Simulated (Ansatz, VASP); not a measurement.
W in VASP and in Ansatz

```
W
1.0
     2.80966    0.00000    0.00000
     0.00000    4.86387    0.00000
     0.00000    0.00000    4.92370
W
4
Direct
  0.79317 0.56316 0.25000
  0.20683 0.06316 0.25000
  0.20683 0.43684 0.75000
  0.79317 0.93684 0.76015
```

Alike in both runs: task single point; functional PBEsol; k mesh 8 × 5 × 5; occupations fermi-dirac, width 0.1 eV; no spin polarisation.

|  | VASP | Ansatz |
| --- | --- | --- |
| version | VASP 6.6.1 | Ansatz 0.2.0 |
| potentials or method | VASP PAW PBE potentials, release 64 (W_sv) | plane waves, PAW |
| plane-wave cutoff (eV) | 500 | 420 |
| valence electrons in the cell | 56 | 56 |

|  | VASP | Ansatz | Ansatz less VASP |
| --- | --- | --- | --- |
| rms of the force components (eV/Å) | 0.205 | 0.203 | -0.0023 |

VASP's potentials were made for PBE, not for PBEsol. Atom by atom the forces differ by 0.004 eV/Å (rms over components).

Spin-orbit coupling is off throughout.
